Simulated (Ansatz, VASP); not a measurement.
**Two plane-wave programs on Ru**

```
Ru
1.0
     2.66793    0.00000    0.00000
    -1.33396    2.31049    0.00000
     0.00000    0.00000    4.32204
Ru
2
Direct
  0.33333 0.66667 0.25000
  0.66667 0.33333 0.75000
```

Alike in both runs: task relaxation of cell and atoms; functional PBEsol; k mesh 18 × 18 × 10; occupations fermi-dirac, width 0.08 eV; no spin polarisation.

|  | VASP | Ansatz |
| --- | --- | --- |
| version | VASP 6.6.1 | Ansatz 0.2.0 |
| potentials or method | VASP PAW PBE potentials, release 64 (Ru_pv) | PAW with Ansatz's default frozen-core files, scalar-relativistic |
| plane-wave cutoff (eV) | 600 | 420 |
| valence electrons in the cell | 28 | 32 |

```tsv
	VASP	Ansatz	Ansatz less VASP
relaxed volume (Å³/atom)	13.32	13.32	+0.003
relaxed cell length with the largest relative difference (Å)	2.690	2.690	+0.0003
```

VASP's potentials were made for PBE, not for PBEsol. VASP's potentials hold 28 valence electrons a cell and Ansatz's 32, so a difference there can come from the potentials and not from the codes.
